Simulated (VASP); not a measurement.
Wanted: the native input for a VASP 6.6.1 run.

```
Task                   : single point
Functional             : r2SCAN
Potentials or basis    : VASP PAW PBE potentials, release 64 (Li_sv, P, Te)
Cutoff                 : 520 eV
k mesh                 : 3 × 3 × 3
Occupations            : fermi-dirac, width 0.1 eV
Spin                   : no spin polarisation
Dipole correction      : no
Further INCAR settings : ALGO = Normal; EDIFF = 1e-06; NBANDS = 37
```

Crystal: LiTe3P.

```
CELL_PARAMETERS angstrom
6.18603 3.89952 0.00000
6.18603 -3.89952 0.00000
4.22485 0.00000 -5.90737
ATOMIC_POSITIONS crystal
Li 0.24070 0.75930 0.00000
Li 0.75930 0.24070 0.00000
P 0.15390 0.15390 0.41940
P 0.84610 0.84610 0.58060
Te 0.77880 0.22120 0.50000
Te 0.22120 0.77880 0.50000
Te 0.19780 0.19780 0.67390
Te 0.80220 0.80220 0.32610
Te 0.31920 0.31920 0.06150
Te 0.68080 0.68080 0.93850
```

These files were run (other wordings do the same):

POSCAR

```
LiTe3P
1.0
    6.1860330000      3.8995230000      0.0000000000
    6.1860330000     -3.8995230000      0.0000000000
    4.2248520000      0.0000000000     -5.9073730000
Li P Te
2 2 6
Direct
    0.2407000000      0.7593000000      0.0000000000
    0.7593000000      0.2407000000      0.0000000000
    0.1539000000      0.1539000000      0.4194000000
    0.8461000000      0.8461000000      0.5806000000
    0.7788000000      0.2212000000      0.5000000000
    0.2212000000      0.7788000000      0.5000000000
    0.1978000000      0.1978000000      0.6739000000
    0.8022000000      0.8022000000      0.3261000000
    0.3192000000      0.3192000000      0.0615000000
    0.6808000000      0.6808000000      0.9385000000
```

INCAR.step1

```
SYSTEM = LiTe3P
PREC = Accurate
ENCUT = 520
ISMEAR = -1
SIGMA = 0.1
LREAL = .FALSE.
LASPH = .TRUE.
NELM = 100
NBANDS = 37
GGA = PE
ALGO = Normal
EDIFF = 1E-4
LWAVE = .TRUE.
LCHARG = .FALSE.
```

INCAR.step2

```
SYSTEM = LiTe3P
PREC = Accurate
ENCUT = 520
EDIFF = 1E-6
ISMEAR = -1
SIGMA = 0.1
LREAL = .FALSE.
LASPH = .TRUE.
NELM = 100
ALGO = Normal
ISIF = 2
LWAVE = .FALSE.
LCHARG = .FALSE.
METAGGA = R2SCAN
LMIXTAU = .TRUE.
NBANDS = 37
ISTART = 1
```

KPOINTS

```
regular mesh
0
G
  3 3 3
  0 0 0
```

Potentials or basis: VASP PAW PBE potentials, release 64 (Li_sv, P, Te).

Launch:

```bash
$ cat potpaw_PBE.64/Li_sv/POTCAR potpaw_PBE.64/P/POTCAR potpaw_PBE.64/Te/POTCAR > POTCAR
$ cp INCAR.step1 INCAR
$ mpirun -np 1 vasp_std > vasp.out
$ cp INCAR.step2 INCAR
$ mpirun -np 1 vasp_std > vasp.out
```

Results of the run:

```
Largest force          : 4.432 eV/Å
Band gap on the k mesh : 0.80 eV (least direct gap 1.13 eV)
```

Caveat: the PAW data sets were made with another functional, which shifts forces and pressure a little; spin-orbit coupling is left out, which moves the levels of the heavy elements.

Run time: 10 min on 1 thread of Oxide Virtual Turin-like Processor, on a shared host, peak memory 0.45 GiB.
